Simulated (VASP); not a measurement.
# TiC (Fm-3m) in VASP: settings compared

TiC is run at these levels: PBE, PBE+U; tasks: relaxation of cell and atoms.

All numbers are computed with VASP 6.6.1; they aren't measurements. Logs are shortened: lines on timing, memory, paths and dates and some standing lists are left out, and cuts for length are marked.

## Step 1: The cell of the first run

The structure is cubic, space group Fm-3m (No. 225). The conventional cell has a = 4.331 Å, b = 4.331 Å, c = 4.331 Å, α = 90.00°, β = 90.00°, γ = 90.00°. Within 2.9 Å of Ti (site symmetry m-3m) lie 6 C at 2.17 Å. C (site symmetry m-3m) has 6 Ti at 2.17 Å within 2.9 Å.

## Step 2: Relaxation of cell and atoms, PBE, target pressure 30 GPa, at which the enthalpy is minimised

INCAR

```
PREC = Accurate
ENCUT = 600
EDIFF = 1E-6
ISMEAR = -1
SIGMA = 0.05
LREAL = F
LASPH = T
NELM = 60
ALGO = Normal
ISIF = 3
LWAVE = F
LCHARG = F
GGA = PE
IBRION = 2
NSW = 60
EDIFFG = -0.01
PSTRESS = 300.0
```

KPOINTS

```
regular mesh
0
Gamma
  11 11 11
```

POSCAR

```
TiC
1.0
    0.0000000000      2.1657188437      2.1657188437
    2.1657188437      0.0000000000      2.1657188437
    2.1657188437      2.1657188437      0.0000000000
Ti C
1 1
Direct
    0.0000000000      0.0000000000      0.0000000000
    0.5000000000      0.5000000000      0.5000000000
```

Potentials or basis: VASP PAW PBE potentials, release 64 (Ti_sv, C).

Command:

```bash
$ cat potpaw_PBE.64/Ti_sv/POTCAR potpaw_PBE.64/C/POTCAR > POTCAR
$ mpirun -np 1 vasp_std > vasp.out
```

OUTCAR:

```text
PREC = Accurate
   ENCUT = 600
   EDIFF = 1E-6
   ISMEAR = -1
   LREAL = F
   LASPH = T
   NELM = 60
   ISIF = 3
   GGA = PE
   IBRION = 2
   NSW = 60
   EDIFFG = -0.01
   PSTRESS = 300.0

 ion  position               nearest neighbor table
   1  0.000  0.000  0.000-   2 2.17   2 2.17   2 2.17   2 2.17   2 2.17   2 2.17
   2  0.500  0.500  0.500-   1 2.17   1 2.17   1 2.17   1 2.17   1 2.17   1 2.17

  LATTYP: Found a face centered cubic cell.
 ALAT       =     4.3314376874

  Lattice vectors:

 A1 = (   0.0000000000,   2.1657188437,   2.1657188437)
 A2 = (   2.1657188437,   0.0000000000,   2.1657188437)
 A3 = (   2.1657188437,   2.1657188437,   0.0000000000)

Analysis of symmetry for initial positions (statically):
=====================================================================
 Subroutine PRICEL returns:
 Original cell was already a primitive cell.

 Routine SETGRP: Setting up the symmetry group for a
 face centered cubic supercell.

 Subroutine GETGRP returns: Found 48 space group operations
[... 9 lines left out ...]

 Routine SETGRP: Setting up the symmetry group for a
 face centered cubic supercell.

 Subroutine GETGRP returns: Found 48 space group operations
[... 11 lines left out ...]
                                     Primitive cell

  volume of cell :      20.3159

  direct lattice vectors                    reciprocal lattice vectors
     0.000000000  2.165718844  2.165718844    -0.230870227  0.230870227  0.230870227
     2.165718844  0.000000000  2.165718844     0.230870227 -0.230870227  0.230870227
     2.165718844  2.165718844  0.000000000     0.230870227  0.230870227 -0.230870227

  length of vectors
     3.062788961  3.062788961  3.062788961     0.399878962  0.399878962  0.399878962

  position of ions in fractional coordinates (direct lattice)
[... 8 lines left out ...]
----------------------------------------------------------------------------------------

 KPOINTS: regular mesh

Automatic generation of k-mesh.
 Grid dimensions read from file:
 generate k-points for:   11   11   11

 Generating k-lattice:

  Cartesian coordinates                     Fractional coordinates (reciprocal lattice)
    -0.020988202  0.020988202  0.020988202     0.090909091  0.000000000  0.000000000
     0.020988202 -0.020988202  0.020988202     0.000000000  0.090909091  0.000000000
     0.020988202  0.020988202 -0.020988202     0.000000000  0.000000000  0.090909091

  Length of vectors
     0.036352633  0.036352633  0.036352633

  Shift w.r.t. Gamma in fractional coordinates (k-lattice)
     0.000000000  0.000000000  0.000000000

 Subroutine IBZKPT returns following result:
 ===========================================

 Found     56 irreducible k-points:

 Following reciprocal coordinates:
            Coordinates               Weight
  0.000000  0.000000  0.000000      1.000000
  0.090909  0.000000  0.000000      8.000000
  0.181818  0.000000  0.000000      8.000000
  0.272727  0.000000  0.000000      8.000000
  0.363636  0.000000  0.000000      8.000000
  0.454545  0.000000  0.000000      8.000000
[... 16 lines left out ...]
 -0.272727  0.181818  0.000000     24.000000
 -0.181818  0.181818  0.000000     12.000000
 [... further k-points ...]
   k-points           NKPTS =     56   k-points in BZ     NKDIM =     56   number of bands    NBANDS=     12
   number of dos      NEDOS =    301   number of ions     NIONS =      2
   total plane-waves  NPLWV =  13824
   dimension x,y,z NGX =    24 NGY =   24 NGZ =   24
   dimension x,y,z NGXF=    48 NGYF=   48 NGZF=   48
   ions per type =               1   1
   NGX,Y,Z   is equivalent  to a cutoff of  13.03, 13.03, 13.03 a.u.
   NGXF,Y,Z  is equivalent  to a cutoff of  26.05, 26.05, 26.05 a.u.
 SYSTEM =  unknown system
   PREC   = accura    normal or accurate (medium, high low for compatibility)
   ISTART =      0    job   : 0-new  1-cont  2-samecut
   ICHARG =      2    charge: 1-file 2-atom 10-const
   ISPIN  =      1    spin polarized calculation?
   LNONCOLLINEAR =      F non collinear calculations
   LSORBIT =      F    spin-orbit coupling
   LASPH  =      T    aspherical Exc in radial PAW
   ENCUT  =  600.0 eV  44.10 Ry    6.64 a.u.   6.12  6.12  6.12*2*pi/ulx,y,z
   NELM   =     60;   NELMIN=  2; NELMDL= -5     # of ELM steps
   EDIFF  = 0.1E-05   stopping-criterion for ELM
   LREAL  =      F    real-space projection
   EDIFFG = -.1E-01   stopping-criterion for IOM
   NSW    =     60    number of steps for IOM
   IBRION =      2    ionic relax: 0-MD 1-quasi-New 2-CG
   NFREE  =      1    steps in history (QN), initial steepest desc. (CG)
   ISIF   =      3    stress and relaxation
   ISYM   =      2    0-nonsym 1-usesym 2-fastsym
   POTIM  = 0.5000    time-step for ionic-motion
   TEBEG  =    0.0;   TEEND  =   0.0 temperature during run
   PSTRESS=  300.0 pullay stress
   NELECT =      16.0000    total number of electrons
   NUPDOWN=      -1.0000    fix difference up-down
   EMIN   =  10.00;   EMAX   =-10.00  energy-range for DOS
   EFERMI =   0.00;   METHOD = LEGACY
   ISMEAR =    -1;   SIGMA  =   0.05  broadening in eV -4-tet -1-fermi 0-gaus
   EFERMI_NEDOS =   21; number of points for ismear=-14 and -15
   IALGO  =     38    algorithm
   IMIX   =      4    mixing-type and parameters
     AMIX     =   0.40;   BMIX     =  1.00
     AMIX_MAG =   1.60;   BMIX_MAG =  1.00
  volume/ion in A,a.u.               =      10.16        68.55
  Fermi-wavevector in a.u.,A,eV,Ry     =   1.511829  2.856943 31.097854  2.285628
  Thomas-Fermi vector in A             =   2.621834
   LORBIT       =      0    0 simple, 1 ext, 2 COOP (PROOUT), +10 PAW based schemes
   GGA     = PE    functional components
   LHFCALC =     F    Hartree Fock is set to
   AEXX    =    0.0000 exact exchange contribution
   IVDW    =     0    specifies the selected vdW correction
   LEPSILON=     F    determine dielectric tensor
   LRPA    =     F    only Hartree local field effects (RPA)
 conjugate gradient relaxation of ions
 non-spin polarized calculation
  energy-cutoff  :      600.00
  volume of cell :       20.32
 maximum number of plane-waves:       690
   NGX = 13   NGY = 13   NGZ = 13

--------------------------------------- Ionic step        1  -------------------------------------------

 number of electron      16.0000000 magnetization

 Free energy of the ion-electron system (eV)
  ---------------------------------------------------
  ext. energy  EPLUGINS =         0.00000000
  ---------------------------------------------------
  free energy    TOTEN  =       -18.71091342 eV

  energy without entropy =      -18.70854605  energy(sigma->0) =      -18.70972974

 E-fermi :   9.4746     XC(G=0): -12.6980

 val. band max:        9.3397661951   @ k =   0.4545   0.4545   0.0000
 cond. band min:       9.5664969090   @ k =   0.0909   0.0000   0.0000
 fundamental gap:      0.2267307138
 Fermi energy:         9.4746406701

 k-point     1 :       0.0000    0.0000    0.0000
  band No.  band energies     occupation
      1     -47.1793      2.00000
      2     -23.2037      2.00000
      3     -23.2037      2.00000
      4     -23.2037      2.00000
      5      -2.9840      2.00000
      6      10.1042      0.00001
      7      10.1042      0.00001
      8      10.1042      0.00001
      9      11.0896      0.00000
     10      11.0896      0.00000
     11      11.0896      0.00000
     12      11.1232      0.00000
[... 331 lines left out ...]
 k-point    24 :      -0.1818    0.1818    0.0000
  band No.  band energies     occupation
      1     -47.1310      2.00000
      2     -23.4751      2.00000
      3     -23.3106      2.00000
      4     -23.2234      2.00000
      5      -1.2650      2.00000
      6       6.1671      2.00000
      7       7.2478      2.00000
      8       7.4802      2.00000
      9      10.9570      0.00000
     10      12.0610      0.00000
     11      12.9809      0.00000
     12      13.7692      0.00000

 [... further k-points ...]
[... 5 lines left out ...]
  --------------------------------------------------------------------------------------
  -------------------------------------------------------------------------------------
  Total        0.0487102      0.0487102      0.0487102      0.0000000     -0.0000000     -0.0000000
  in kB        3.8414444      3.8414444      3.8414444      0.0000000     -0.0000000     -0.0000000
  external PRESSURE =    -296.1585556 kB  Pullay stress =     300.0000000 kB
[... 213 lines left out ...]
  enthalpy is  TOTEN    =       -15.0944725113 eV   P V=        3.4571835337

--------------------------------------- Ionic step        7  -------------------------------------------

 number of electron      15.9999997 magnetization

 Free energy of the ion-electron system (eV)
  ---------------------------------------------------
  ext. energy  EPLUGINS =         0.00000000
  ---------------------------------------------------
  free energy    TOTEN  =       -18.54573537 eV

  energy without entropy =      -18.54310399  energy(sigma->0) =      -18.54441968

 E-fermi :  10.6756     XC(G=0): -13.2099

 val. band max:       10.6110883361   @ k =   0.4545   0.4545   0.0000
 cond. band min:      10.7389003479   @ k =   0.0909   0.0000   0.0000
 fundamental gap:      0.1278120118
 Fermi energy:        10.6755741442

 k-point     1 :       0.0000    0.0000    0.0000
  band No.  band energies     occupation
      1     -45.7135      2.00000
      2     -21.6747      2.00000
      3     -21.6747      2.00000
      4     -21.6747      2.00000
      5      -2.2487      2.00000
      6      11.3180      0.00001
      7      11.3180      0.00001
      8      11.3180      0.00001
      9      12.4029      0.00000
     10      12.4029      0.00000
     11      12.4029      0.00000
     12      12.5208      0.00000
[... 331 lines left out ...]
 k-point    24 :      -0.1818    0.1818    0.0000
  band No.  band energies     occupation
      1     -45.6390      2.00000
      2     -22.0646      2.00000
      3     -21.8264      2.00000
      4     -21.7002      2.00000
      5      -0.3169      2.00000
      6       7.0973      2.00000
      7       8.1810      2.00000
      8       8.4665      2.00000
      9      12.2988      0.00000
     10      13.6057      0.00000
     11      14.5498      0.00000
     12      15.5803      0.00000

 [... further k-points ...]
[... 5 lines left out ...]
  --------------------------------------------------------------------------------------
  -------------------------------------------------------------------------------------
  Total        3.4528503      3.4528503      3.4528503      0.0000000      0.0000000      0.0000000
  in kB      300.1436273    300.1436273    300.1436273      0.0000000      0.0000000      0.0000000
  external PRESSURE =       0.1436273 kB  Pullay stress =     300.0000000 kB
[... 17 lines left out ...]
  FREE ENERGIE OF THE ION-ELECTRON SYSTEM (eV)
  ---------------------------------------------------
  free  energy   TOTEN  =       -18.5457353654 eV

  energy  without entropy=      -18.5431039903  energy(sigma->0) =      -18.54441968

  enthalpy is  TOTEN    =       -15.0945373256 eV   P V=        3.4511980398

 reached required accuracy - stopping structural energy minimisation
```

It took 47 s on 1 thread of Intel Xeon Platinum 8488C (Sapphire Rapids), shared host; peak memory 0.16 GiB.

What came out:

```yaml
Free_energy: -18.5457 eV
Relaxed_volume: 9.22 Å³/atom
Relaxed_cell: a = 2.965 Å, b = 2.965 Å, c = 2.965 Å, α = 60.00°, β = 60.00°, γ = 60.00°
Space_group_after_relaxing_to_0.05_Å: Fm-3m (No. 225)
Energy_change_on_relaxing_the_enthalpy_is_what_falls: +82.6 meV/atom
Ionic_steps: 7
Pressure_after_relaxing: 30.0 GPa
Band_gap_on_the_k_mesh: zero (band 8 reaches 11.32 eV, above the bottom of band 9 at 10.18 eV)
```

Step by step:
| step | energy change (eV) | largest force (eV/Å) | pressure (GPa) | volume (Å³) |
| --- | --- | --- | --- | --- |
| 1 | 0.0000 | 0.0000 | 0.38 | 20.32 |
| 2 | 1.5651 | 0.0000 | 125.15 | 15.28 |
| 3 | 0.1451 | 0.0000 | 27.85 | 18.54 |
| 4 | 0.1617 | 0.0000 | 29.59 | 18.45 |
| 5 | 0.1685 | 0.0000 | 30.37 | 18.41 |
| 6 | 0.1593 | 0.0000 | 29.33 | 18.46 |
| 7 | 0.1652 | 0.0000 | 30.01 | 18.43 |

Final structure:
```cif
data_structure
_symmetry_space_group_name_H-M 'P 1'
_symmetry_Int_Tables_number 1
_cell_length_a 2.9650
_cell_length_b 2.9650
_cell_length_c 2.9650
_cell_angle_alpha 60.000
_cell_angle_beta 60.000
_cell_angle_gamma 60.000
_cell_volume 18.43
loop_
_atom_site_label
_atom_site_type_symbol
_atom_site_fract_x
_atom_site_fract_y
_atom_site_fract_z
_atom_site_occupancy
Ti1 Ti 0.00000 0.00000 0.00000 1
C1 C 0.50000 0.50000 0.50000 1
```

Caveat: the cell is relaxed towards a set pressure, so the enthalpy falls and the energy may rise.

## Step 3: Relaxation of cell and atoms, PBE+U

INCAR

```
SYSTEM = TiC
ALGO = Normal
EDIFF = 1E-7
EDIFFG = -0.01
ENCUT = 600
GGA = PE
IBRION = 2
ISIF = 3
ISMEAR = -1
LASPH = .TRUE.
LCHARG = .FALSE.
LDAU = .TRUE.
LDAUJ = 0 0
LDAUL = 2 -1
LDAUPRINT = 1
LDAUTYPE = 2
LDAUU = 4 0
LMAXMIX = 4
LREAL = .FALSE.
LWAVE = .FALSE.
NELM = 150
NSW = 60
PREC = Accurate
SIGMA = 0.05
```

KPOINTS

```
k-points
0
G
  11 11 11
  0 0 0
```

POSCAR is that of step 2.

Potentials or basis: VASP PAW PBE potentials, release 64 (Ti_sv, C).

Command:

```bash
$ cat potpaw_PBE.64/Ti_sv/POTCAR potpaw_PBE.64/C/POTCAR > POTCAR
$ mpirun -np 1 vasp_std > vasp.out
```

OUTCAR:

```text
SYSTEM = TiC
   EDIFF = 1E-7
   EDIFFG = -0.01
   ENCUT = 600
   GGA = PE
   IBRION = 2
   ISIF = 3
   ISMEAR = -1
   LASPH = .TRUE.
   LREAL = .FALSE.
   NELM = 150
   NSW = 60
   PREC = Accurate

 ion  position               nearest neighbor table
   1  0.000  0.000  0.000-   2 2.17   2 2.17   2 2.17   2 2.17   2 2.17   2 2.17
   2  0.500  0.500  0.500-   1 2.17   1 2.17   1 2.17   1 2.17   1 2.17   1 2.17

  LATTYP: Found a face centered cubic cell.
 ALAT       =     4.3314376874

  Lattice vectors:

 A1 = (   0.0000000000,   2.1657188437,   2.1657188437)
 A2 = (   2.1657188437,   0.0000000000,   2.1657188437)
 A3 = (   2.1657188437,   2.1657188437,   0.0000000000)

Analysis of symmetry for initial positions (statically):
=====================================================================
 Subroutine PRICEL returns:
 Original cell was already a primitive cell.

 Routine SETGRP: Setting up the symmetry group for a
 face centered cubic supercell.

 Subroutine GETGRP returns: Found 48 space group operations
 (whereof 48 operations were pure point group operations)
 out of a pool of 48 trial point group operations.

The static configuration has the point symmetry O_h .

Analysis of symmetry for dynamics (positions and initial velocities):
=====================================================================
 Subroutine PRICEL returns:
 Original cell was already a primitive cell.
[... 268 lines left out ...]
  ---------------------------------------------------
  ext. energy  EPLUGINS =         0.00000000
  ---------------------------------------------------
  free energy    TOTEN  =       -15.77091765 eV

  energy without entropy =      -15.76814594  energy(sigma->0) =      -15.76953179

 E-fermi :   9.4613     XC(G=0): -12.4742

 val. band max:        9.3832699881   @ k =   0.0909   0.0000   0.0000
 cond. band min:       9.4830611460   @ k =   0.0909   0.0000   0.0000
 fundamental gap:      0.0997911579
 Fermi energy:         9.4612732204

 k-point     1 :       0.0000    0.0000    0.0000
  band No.  band energies     occupation
      1     -48.4705      2.00000
      2     -24.4817      2.00000
      3     -24.4817      2.00000
      4     -24.4817      2.00000
      5      -3.1279      2.00000
      6      10.4291      0.00000
      7      10.4291      0.00000
      8      10.4291      0.00000
      9      10.8124      0.00000
     10      10.8124      0.00000
     11      10.8124      0.00000
     12      10.8614      0.00000
[... 331 lines left out ...]
 k-point    24 :      -0.1818    0.1818    0.0000
  band No.  band energies     occupation
      1     -48.4330      2.00000
      2     -24.6976      2.00000
      3     -24.5678      2.00000
      4     -24.4988      2.00000
      5      -1.4773      2.00000
      6       6.1164      2.00000
      7       7.2051      2.00000
      8       7.5394      2.00000
      9      11.2499      0.00000
     10      12.0276      0.00000
     11      12.8917      0.00000
     12      13.4756      0.00000

 [... further k-points ...]

------------------------ aborting loop because EDIFF is reached ----------------------------------------

  FORCE on cell =-STRESS in cart. coord.  units (eV):
  Direction    XX          YY          ZZ          XY          YZ          ZX
  --------------------------------------------------------------------------------------
  -------------------------------------------------------------------------------------
  Total       -0.0198688     -0.0198688     -0.0198688      0.0000000      0.0000000     -0.0000000
  in kB       -1.4967417     -1.4967417     -1.4967417      0.0000000      0.0000000     -0.0000000
  external PRESSURE =      -1.4967417 kB  Pullay stress =       0.0000000 kB
[... 17 lines left out ...]
  FREE ENERGIE OF THE ION-ELECTRON SYSTEM (eV)
  ---------------------------------------------------
  free  energy   TOTEN  =       -15.7709176486 eV

  energy  without entropy=      -15.7681459399  energy(sigma->0) =      -15.76953179

 reached required accuracy - stopping structural energy minimisation
```

OSZICAR:

```text
N       E                     dE             d eps       ncg     rms          rms(c)
DAV:   1     0.131489123685E+03    0.13149E+03   -0.92480E+03  1344   0.177E+03
DAV:   2    -0.108967457856E+02   -0.14239E+03   -0.13570E+03  1384   0.404E+02
DAV:   3    -0.218152764455E+02   -0.10919E+02   -0.10510E+02  1816   0.104E+02
[... 38 lines left out ...]
DAV:   9    -0.157709158722E+02   -0.24158E-04   -0.29923E-05  1428   0.583E-02    0.308E-03
DAV:  10    -0.157709172932E+02   -0.14211E-05   -0.64000E-06  2000   0.152E-02    0.387E-03
DAV:  11    -0.157709174845E+02   -0.19125E-06   -0.18509E-07  1296   0.444E-03    0.229E-03
DAV:  12    -0.157709176079E+02   -0.12343E-06   -0.78502E-08   736   0.316E-03    0.387E-04
DAV:  13    -0.157709176486E+02   -0.40710E-07   -0.13181E-08   680   0.119E-03
   3 F= -.15770918E+02 E0= -.15769532E+02  d E =-.332731E-01
```

CONTCAR:

```text
TiC
   1.00000000000000
    -0.0000000000000000    2.1990500113482456    2.1990500113482456
     2.1990500113482456    0.0000000000000000    2.1990500113482456
     2.1990500113482456    2.1990500113482456    0.0000000000000000
  Ti              C
     1     1
Direct
     0.0000000000000000    0.0000000000000000    0.0000000000000000
     0.5000000000000000    0.5000000000000000    0.5000000000000000

  0.00000000E+00  0.00000000E+00  0.00000000E+00
  0.00000000E+00  0.00000000E+00  0.00000000E+00
```

It took 30 s on 1 thread of Intel Xeon Platinum 8259CL at 2.50GHz (Skylake/Cascade Lake), shared host; peak memory 0.15 GiB.

What came out:

- Free energy: -15.7709 eV
- Relaxed volume: 10.63 Å³/atom
- Relaxed cell: a = 3.110 Å, b = 3.110 Å, c = 3.110 Å, α = 60.00°, β = 60.00°, γ = 60.00°
- Space group after relaxing (to 0.05 Å): Fm-3m (No. 225)
- Energy gained by relaxing: 16.6 meV/atom
- Ionic steps: 3
- Pressure after relaxing: -0.1 GPa
- Band gap on the k mesh: zero (band 8 reaches 10.43 eV, above the bottom of band 9 at 8.92 eV)

Step by step:
| step | energy change (eV) | largest force (eV/Å) | pressure (GPa) | volume (Å³) |
| --- | --- | --- | --- | --- |
| 1 | 0.0000 | 0.0000 | 11.79 | 20.32 |
| 2 | 0.0235 | 0.0000 | -12.91 | 22.59 |
| 3 | -0.0333 | 0.0000 | -0.15 | 21.27 |

Final structure:
```
CELL_PARAMETERS angstrom
0.00000 2.19905 2.19905
2.19905 0.00000 2.19905
2.19905 2.19905 0.00000
ATOMIC_POSITIONS crystal
Ti 0.00000 0.00000 0.00000
C 0.50000 0.50000 0.50000
```

Levels at points of the mesh, in eV from the Fermi level:
```csv
k point,band 5,band 6,band 7,band 8,band 9,band 10,band 11,band 12
"(0.00, 0.00, 0.00)",-12.59,0.97,0.97,0.97,1.35,1.35,1.35,1.40
```

Eigenvalues of the final occupation matrices:
```csv
site,spin,trace,eigenvalues
site 1 d,1,0.89,0.11 0.11 0.11 0.28 0.28
site 1 d,2,0.89,0.11 0.11 0.11 0.28 0.28
```

Caveat: U without spin polarisation on a metal has little footing; the U is typed as a test and isn't derived for this compound.

[end of part 1 of 2]
